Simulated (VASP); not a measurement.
The system is P.

```
CELL_PARAMETERS angstrom
2.42469 0.00000 0.00000
0.00000 2.43854 0.00000
-0.02031 0.00000 4.85243
ATOMIC_POSITIONS crystal
P 0.00000 0.00000 0.25057
P 0.00000 0.00000 0.74943
```

This isn't the form of P at room conditions, which is orthorhombic.

Base run:

| Quantity | Value |
| --- | --- |
| Program | VASP 6.6.1 |
| Functional | PBE |
| Potentials or basis | VASP PAW PBE potentials, release 64 (P) |
| Cutoff | 520 eV |
| k mesh | 8 × 8 × 4 |
| Occupations | gaussian, width 0.1 eV |
| Spin | no spin polarisation |

Its results: pressure 1.9 GPa; largest force 0.064 eV/Å.

Task: The run is repeated on the same cell with these changes: k mesh from 8 × 8 × 4 to 1 × 1 × 1. What comes out?

Result: Pressure 81.0 GPa; largest force 0.014 eV/Å.

Caveats: some runs use coarse meshes.
